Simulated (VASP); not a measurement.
# MgO (Fm-3m) in VASP: further runs

Aim: see how the results for MgO move with the level of theory and the settings. Levels: PBE-based screened hybrid with 75 % exact exchange, PBE-based screened hybrid with 5 % exact exchange, HSE06. Tasks: single point.

Everything below comes from runs of VASP 6.6.1. Logs are shortened: lines on timing, memory, paths and dates and some standing lists are left out, and cuts for length are marked.

**1. The cell of the first run**

The structure is cubic, space group Fm-3m (No. 225). The conventional cell has a = 4.204 Å, b = 4.204 Å, c = 4.204 Å, α = 90.00°, β = 90.00°, γ = 90.00°. Within 2.8 Å of Mg (site symmetry m-3m) lie 6 O at 2.10 Å. Within 2.8 Å of O (site symmetry m-3m) lie 6 Mg at 2.10 Å.

**2. Single point, PBE-based screened hybrid with 75 % exact exchange**

POSCAR reads:

```
MgO
1.0
    0.0000000000      2.1021680256      2.1021680256
    2.1021680256      0.0000000000      2.1021680256
    2.1021680256      2.1021680256      0.0000000000
Mg O
1 1
Direct
    0.0000000000      0.0000000000      0.0000000000
    0.5000000000      0.5000000000      0.5000000000
```

INCAR.step1 reads:

```
PREC = Accurate
ENCUT = 520
EDIFF = 1E-5
ISMEAR = 0
SIGMA = 0.01
LREAL = False
LASPH = True
NELM = 100
ALGO = Normal
ISIF = 2
LWAVE = True
NBANDS = 11
GGA = PE
```

INCAR.step2 reads:

```
PREC = Accurate
ENCUT = 520
EDIFF = 1E-6
ISMEAR = 0
SIGMA = 0.01
LREAL = False
LASPH = True
NELM = 100
ALGO = Normal
ISIF = 2
LWAVE = False
LCHARG = True
GGA = PE
LHFCALC = True
AEXX = 0.75
HFSCREEN = 0.1
PRECFOCK = Normal
LELF = True
LVHAR = True
NBANDS = 11
ISTART = 1
```

KPOINTS reads:

```
Automatic mesh
0
Gamma
  6 6 6
```

Potentials or basis: VASP PAW PBE potentials, release 64 (Mg, O).

Run with:

```
$ cat potpaw_PBE.64/Mg/POTCAR potpaw_PBE.64/O/POTCAR > POTCAR
$ cp INCAR.step1 INCAR
$ mpirun -np 1 vasp_std > vasp.out
$ cp INCAR.step2 INCAR
$ mpirun -np 1 vasp_std > vasp.out
```

OUTCAR:

```text
PREC = Accurate
   ENCUT = 520
   EDIFF = 1E-6
   ISMEAR = 0
   LREAL = False
   LASPH = True
   NELM = 100
   ISIF = 2
   GGA = PE
   LHFCALC = True
   AEXX = 0.75
   HFSCREEN = 0.1
   PRECFOCK = Normal
   ISTART = 1

 ion  position               nearest neighbor table
   1  0.000  0.000  0.000-   2 2.10   2 2.10   2 2.10   2 2.10   2 2.10   2 2.10
   2  0.500  0.500  0.500-   1 2.10   1 2.10   1 2.10   1 2.10   1 2.10   1 2.10

  LATTYP: Found a face centered cubic cell.
 ALAT       =     4.2043360512

  Lattice vectors:

 A1 = (   0.0000000000,   2.1021680256,   2.1021680256)
 A2 = (   2.1021680256,   0.0000000000,   2.1021680256)
 A3 = (   2.1021680256,   2.1021680256,   0.0000000000)

Analysis of symmetry for initial positions (statically):
=====================================================================
 Subroutine PRICEL returns:
 Original cell was already a primitive cell.

 Routine SETGRP: Setting up the symmetry group for a
 face centered cubic supercell.

 Subroutine GETGRP returns: Found 48 space group operations
 (whereof 48 operations were pure point group operations)
 out of a pool of 48 trial point group operations.

The static configuration has the point symmetry O_h .

Analysis of symmetry for dynamics (positions and initial velocities):
=====================================================================
 Subroutine PRICEL returns:
 Original cell was already a primitive cell.

 Routine SETGRP: Setting up the symmetry group for a
 face centered cubic supercell.

 Subroutine GETGRP returns: Found 48 space group operations
 (whereof 48 operations were pure point group operations)
 out of a pool of 48 trial point group operations.

The dynamic configuration has the point symmetry O_h .

 Subroutine INISYM returns: Found 48 space group operations
 (whereof 48 operations are pure point group operations),
 and found     1 'primitive' translations

----------------------------------------------------------------------------------------

                                     Primitive cell

  volume of cell :      18.5794

  direct lattice vectors                    reciprocal lattice vectors
     0.000000000  2.102168026  2.102168026    -0.237849684  0.237849684  0.237849684
     2.102168026  0.000000000  2.102168026     0.237849684 -0.237849684  0.237849684
     2.102168026  2.102168026  0.000000000     0.237849684  0.237849684 -0.237849684

  length of vectors
     2.972914532  2.972914532  2.972914532     0.411967737  0.411967737  0.411967737

  position of ions in fractional coordinates (direct lattice)
     0.000000000  0.000000000  0.000000000
     0.500000000  0.500000000  0.500000000

  ion indices of the primitive-cell ions
   primitive index   ion index
                 1           1
                 2           2

----------------------------------------------------------------------------------------

 KPOINTS: Automatic mesh

Automatic generation of k-mesh.
 Grid dimensions read from file:
 generate k-points for:    6    6    6

 Generating k-lattice:

  Cartesian coordinates                     Fractional coordinates (reciprocal lattice)
    -0.039641614  0.039641614  0.039641614     0.166666667  0.000000000  0.000000000
     0.039641614 -0.039641614  0.039641614     0.000000000  0.166666667  0.000000000
     0.039641614  0.039641614 -0.039641614     0.000000000  0.000000000  0.166666667

  Length of vectors
     0.068661289  0.068661289  0.068661289

  Shift w.r.t. Gamma in fractional coordinates (k-lattice)
     0.000000000  0.000000000  0.000000000

 Subroutine IBZKPT returns following result:
 ===========================================

 Found     16 irreducible k-points:

 Following reciprocal coordinates:
            Coordinates               Weight
  0.000000  0.000000  0.000000      1.000000
  0.166667  0.000000  0.000000      8.000000
  0.333333  0.000000  0.000000      8.000000
  0.500000  0.000000  0.000000      4.000000
  0.166667  0.166667  0.000000      6.000000
  0.333333  0.166667  0.000000     24.000000
[... 8 lines left out ...]
 -0.333333  0.333333  0.166667     24.000000
 -0.333333  0.500000  0.166667     12.000000
   k-points           NKPTS =     16   k-points in BZ     NKDIM =    216   number of bands    NBANDS=     11
   number of dos      NEDOS =    301   number of ions     NIONS =      2
   total plane-waves  NPLWV =  13824
   dimension x,y,z NGX =    24 NGY =   24 NGZ =   24
   dimension x,y,z NGXF=    48 NGYF=   48 NGZF=   48
   ions per type =               1   1
   NGX,Y,Z   is equivalent  to a cutoff of  13.42, 13.42, 13.42 a.u.
   NGXF,Y,Z  is equivalent  to a cutoff of  26.84, 26.84, 26.84 a.u.
 SYSTEM =  unknown system
   PREC   = accura    normal or accurate (medium, high low for compatibility)
   ISTART =      1    job   : 0-new  1-cont  2-samecut
   ICHARG =      0    charge: 1-file 2-atom 10-const
   ISPIN  =      1    spin polarized calculation?
   LNONCOLLINEAR =      F non collinear calculations
   LSORBIT =      F    spin-orbit coupling
   LASPH  =      T    aspherical Exc in radial PAW
   ENCUT  =  520.0 eV  38.22 Ry    6.18 a.u.   5.53  5.53  5.53*2*pi/ulx,y,z
   NELM   =    100;   NELMIN=  2; NELMDL=  0     # of ELM steps
   EDIFF  = 0.1E-05   stopping-criterion for ELM
   LREAL  =      F    real-space projection
   EDIFFG = 0.1E-04   stopping-criterion for IOM
   NSW    =      0    number of steps for IOM
   IBRION =     -1    ionic relax: 0-MD 1-quasi-New 2-CG
   NFREE  =      0    steps in history (QN), initial steepest desc. (CG)
   ISIF   =      2    stress and relaxation
   ISYM   =      3    0-nonsym 1-usesym 2-fastsym
   POTIM  = 0.5000    time-step for ionic-motion
   TEBEG  =    0.0;   TEEND  =   0.0 temperature during run
   PSTRESS=    0.0 pullay stress
   NELECT =       8.0000    total number of electrons
   NUPDOWN=      -1.0000    fix difference up-down
   EMIN   =  10.00;   EMAX   =-10.00  energy-range for DOS
   EFERMI =   0.00;   METHOD = LEGACY
   ISMEAR =     0;   SIGMA  =   0.01  broadening in eV -4-tet -1-fermi 0-gaus
   EFERMI_NEDOS =   21; number of points for ismear=-14 and -15
   IALGO  =     38    algorithm
   IMIX   =      1    mixing-type and parameters
     AMIX     =   0.40;   BMIX     =  1.00
     AMIX_MAG =   1.60;   BMIX_MAG =  1.00
  volume/ion in A,a.u.               =       9.29        62.69
  Fermi-wavevector in a.u.,A,eV,Ry     =   1.236215  2.336108 20.792804  1.528228
  Thomas-Fermi vector in A             =   2.370833
   LORBIT       =      0    0 simple, 1 ext, 2 COOP (PROOUT), +10 PAW based schemes
   GGA     = PE    functional components
   LHFCALC =     T    Hartree Fock is set to
   PRECFOCK=normal    Normal, Fast or Accurate (Low or Medium for compatibility)
   ENCUT4O =  -1.0   cutoff for four orbital integrals eV
   NKREDX  =     1    reduce k-point grid by
   NKREDY  =     1    reduce k-point grid by
   NKREDZ  =     1    reduce k-point grid by
   AEXX    =    0.7500 exact exchange contribution
   HFSCREEN=    0.1000 screening length (either q_TF or 0.3 A-1)
   HFSCREENC=   0.1000 screening length for correlation (either q_TF or 0.3 A-1)
   ENCUTFOCK=  -1.0 apply spherical cutoff to Coloumb kernel
   IVDW    =     0    specifies the selected vdW correction
   LEPSILON=     F    determine dielectric tensor
   LRPA    =     F    only Hartree local field effects (RPA)
 non-spin polarized calculation
 Gauss-broadening in eV      SIGMA  =   0.01
  energy-cutoff  :      520.00
  volume of cell :       18.58
 maximum number of plane-waves:       531
 NGX is ok and might be reduce to    24
  NGX = 18; NGY = 18; NGZ = 18

 number of electron       8.0000004 magnetization

 Free energy of the ion-electron system (eV)
  ---------------------------------------------------
  ext. energy  EPLUGINS =         0.00000000
  ---------------------------------------------------
  free energy    TOTEN  =       -19.89964439 eV

  energy without entropy =      -19.89964439  energy(sigma->0) =      -19.89964439

 E-fermi :  -1.2126     XC(G=0):  -4.5949

 val. band max:       -1.2851752852   @ k =   0.0000   0.0000   0.0000
 cond. band min:       9.9845913053   @ k =   0.0000   0.0000   0.0000
 fundamental gap:     11.2697665905
 Fermi energy:        -1.2125649349

 k-point     1 :       0.0000    0.0000    0.0000
  band No.  band energies     occupation
      1     -23.2331      2.00000
      2      -1.2852      2.00000
      3      -1.2852      2.00000
      4      -1.2852      2.00000
      5       9.9846      0.00000
      6      21.7159      0.00000
      7      21.7159      0.00000
      8      21.7160      0.00000
      9      25.5632      0.00000
     10      27.9674      0.00000
     11      27.9674      0.00000

 k-point     2 :       0.1667    0.0000    0.0000
  band No.  band energies     occupation
      1     -22.9054      2.00000
      2      -2.9720      2.00000
      3      -1.5050      2.00000
      4      -1.5050      2.00000
      5      11.5350      0.00000
      6      19.2725      0.00000
      7      22.3907      0.00000
      8      22.3907      0.00000
      9      26.6277      0.00000
     10      26.6277      0.00000
     11      28.7596      0.00000

 k-point     3 :       0.3333    0.0000    0.0000
  band No.  band energies     occupation
      1     -22.1731      2.00000
      2      -5.6449      2.00000
      3      -1.9176      2.00000
      4      -1.9176      2.00000
      5      13.1388      0.00000
      6      18.6125      0.00000
      7      22.6553      0.00000
      8      22.6553      0.00000
      9      27.5222      0.00000
     10      27.5222      0.00000
     11      28.0171      0.00000
[... 155 lines left out ...]
 k-point    15 :      -0.3333    0.3333    0.1667
  band No.  band energies     occupation
      1     -21.4852      2.00000
      2      -5.6069      2.00000
      3      -4.2707      2.00000
      4      -2.8502      2.00000
      5      16.3894      0.00000
      6      18.1332      0.00000
      7      18.8795      0.00000
      8      22.9858      0.00000
      9      27.3434      0.00000
     10      28.8875      0.00000
     11      35.1510      0.00000

 k-point    16 :      -0.3333    0.5000    0.1667
  band No.  band energies     occupation
      1     -21.4036      2.00000
      2      -5.6108      2.00000
      3      -4.0176      2.00000
      4      -3.3240      2.00000
      5      16.1413      0.00000
      6      17.3871      0.00000
      7      18.9054      0.00000
      8      23.1073      0.00000
      9      27.2431      0.00000
     10      31.4227      0.00000
     11      33.4475      0.00000

------------------------ aborting loop because EDIFF is reached ----------------------------------------

  FORCE on cell =-STRESS in cart. coord.  units (eV):
  Direction    XX          YY          ZZ          XY          YZ          ZX
  --------------------------------------------------------------------------------------
  -------------------------------------------------------------------------------------
  Total       -1.3151821     -1.3151821     -1.3151821      0.0000000      0.0000000      0.0000000
  in kB     -113.4133524   -113.4133524   -113.4133524      0.0000000      0.0000000      0.0000000
  external PRESSURE =    -113.4133524 kB  Pullay stress =       0.0000000 kB

 VOLUME and BASIS-vectors are now :
 -----------------------------------------------------------------------------
  energy-cutoff  :      520.00
  volume of cell :       18.58
      direct lattice vectors                 reciprocal lattice vectors
     0.000000000  2.102168026  2.102168026    -0.237849684  0.237849684  0.237849684
     2.102168026  0.000000000  2.102168026     0.237849684 -0.237849684  0.237849684
     2.102168026  2.102168026  0.000000000     0.237849684  0.237849684 -0.237849684

 POSITION                                       TOTAL-FORCE (eV/Angst)
 -----------------------------------------------------------------------------------
      0.00000      0.00000      0.00000         0.000000      0.000000      0.000000
      2.10217      2.10217      2.10217        -0.000000      0.000000     -0.000000
 -----------------------------------------------------------------------------------
    total drift:                                0.000211      0.000242      0.000242

  FREE ENERGIE OF THE ION-ELECTRON SYSTEM (eV)
  ---------------------------------------------------
  free  energy   TOTEN  =       -19.8996443881 eV

  energy  without entropy=      -19.8996443881  energy(sigma->0) =      -19.89964439
```

It took 8.4 min on 1 thread of Intel Xeon Platinum 8375C at 2.90GHz (Ice Lake), shared host; peak memory 0.25 GiB.

What came out:

| Property | Result |
| --- | --- |
| Free energy | -19.8996 eV |
| Pressure | -11.3 GPa |
| Band gap on the k mesh | 11.27 eV |

Caveat: the k points lie up to 0.43 Å⁻¹ apart; the PAW data sets were made with another functional, which shifts forces and pressure a little.

**3. Single point, PBE-based screened hybrid with 5 % exact exchange**

POSCAR is that of step 2.

INCAR.step1 reads:

```
  PREC = Accurate
  ENCUT = 520
  EDIFF = 1E-5
  ISMEAR = 0
  SIGMA = 0.01
  LREAL = False
  LASPH = True
  NELM = 100
  ALGO = Normal
  ISIF = 2
  LWAVE = True
  GGA = PE
  NBANDS = 11
```

INCAR.step2 reads:

```
  PREC = Accurate
  ENCUT = 520
  EDIFF = 1E-7
  ISMEAR = 0
  SIGMA = 0.01
  LREAL = False
  LASPH = True
  NELM = 100
  ALGO = Normal
  ISIF = 2
  LWAVE = False
  LCHARG = True
  GGA = PE
  LHFCALC = True
  AEXX = 0.05
  HFSCREEN = 0.2078
  PRECFOCK = Normal
  LELF = True
  LVHAR = True
  ISTART = 1
  NBANDS = 11
```

KPOINTS is that of step 2.

Potentials or basis: VASP PAW PBE potentials, release 64 (Mg, O).

Run with:

```
$ cat potpaw_PBE.64/Mg/POTCAR potpaw_PBE.64/O/POTCAR > POTCAR
$ cp INCAR.step1 INCAR
$ mpirun -np 1 vasp_std > vasp.out
$ cp INCAR.step2 INCAR
$ mpirun -np 1 vasp_std > vasp.out
```

Wall time 6.2 min (1 thread of Intel Xeon Platinum 8375C at 2.90GHz (Ice Lake), shared host); peak memory 0.25 GiB.

Results (log left out):

```yaml
Free_energy: -12.3584 eV
Pressure: 3.8 GPa
Band_gap_on_the_k_mesh: 5.12 eV
```

Levels at points of the mesh, in eV from the valence-band top:
```tsv
k point	band 1	band 2	band 3	band 4	band 5	band 6	band 7	band 8	band 9
(0.00, 0.00, 0.00)	-17.61	0.00	0.00	0.00	5.12	16.22	16.22	16.22	20.15
(0.50, 0.00, 0.00)	-16.30	-4.71	-0.67	-0.67	8.28	13.12	16.77	16.77	21.40
(0.50, 0.50, 0.00)	-16.03	-4.17	-1.38	-1.38	9.47	10.40	13.61	19.54	19.54
```

Caveat: the k points lie up to 0.43 Å⁻¹ apart; the PAW data sets were made with another functional, which shifts forces and pressure a little.

**4. Single point, HSE06**

POSCAR is that of step 3.

INCAR.step1 reads:

```
PREC = Accurate ; ENCUT = 520
EDIFF = 1E-5 ; ISMEAR = 1
SIGMA = 0.2 ; LREAL = F
LASPH = T ; NELM = 80
ALGO = Normal ; ISIF = 2
LWAVE = T ; LCHARG = F
GGA = PE ; NBANDS = 11
```

INCAR.step2 reads:

```
PREC = Accurate ; ENCUT = 520
EDIFF = 1E-7 ; ISMEAR = 1
SIGMA = 0.2 ; LREAL = F
LASPH = T ; NELM = 80
ALGO = Normal ; ISIF = 2
LWAVE = F ; LCHARG = F
GGA = PE ; LHFCALC = T
HFSCREEN = 0.2079 ; PRECFOCK = Normal
ISTART = 1 ; NBANDS = 11
```

KPOINTS is that of step 3.

Run with:

```
$ cat potpaw_PBE.64/Mg/POTCAR potpaw_PBE.64/O/POTCAR > POTCAR
$ cp INCAR.step1 INCAR
$ mpirun -np 1 vasp_std > vasp.out
$ cp INCAR.step2 INCAR
$ mpirun -np 1 vasp_std > vasp.out
```

Run time: 8.4 min. Hardware: 1 thread of Intel Xeon Platinum 8375C at 2.90GHz (Ice Lake), shared host; peak memory 0.25 GiB.

Results (log left out):

| Item | Value |
| --- | --- |
| Free energy | -14.2096 eV |
| Pressure | -0.7 GPa |
| Band gap on the k mesh | 6.49 eV |

Levels at points of the mesh, in eV from the valence-band top:
```csv
k point,band 2,band 3,band 4,band 5,band 6,band 7
"(0.00, 0.00, 0.00)",0.00,0.00,0.00,6.49,17.78,17.78
"(0.50, 0.00, 0.00)",-4.96,-0.72,-0.72,9.70,14.92,18.37
"(0.50, 0.50, 0.00)",-4.41,-1.48,-1.48,10.85,11.90,15.41
```

Caveat: the k points lie up to 0.43 Å⁻¹ apart; the PAW data sets were made with another functional, which shifts forces and pressure a little.

**5. Overview**

| level | smearing | share of exact exchange | screening parameter | gap on the mesh (eV) | pressure (GPa) |
| --- | --- | --- | --- | --- | --- |
| PBE-based screened hybrid with 75 % exact exchange | gaussian 0.01 eV | 0.75 | 0.1 1/Å | 11.27 | -11.3 |
| PBE-based screened hybrid with 5 % exact exchange | gaussian 0.01 eV | 0.05 | 0.2078 1/Å | 5.12 | 3.8 |
| HSE06 | methfessel-paxton 0.2 eV | 0.25 | 0.2079 1/Å | 6.49 | -0.7 |

Alike in all rows: task single point; potentials or basis VASP PAW PBE potentials, release 64 (Mg, O); no spin polarisation; cell as given; k mesh 6 × 6 × 6; cutoff (eV) 520.

Caveats: all runs use coarse meshes; the PAW data sets were made with another functional, which shifts forces and pressure a little.

Absolute energies hang on the potentials; compare differences alone.
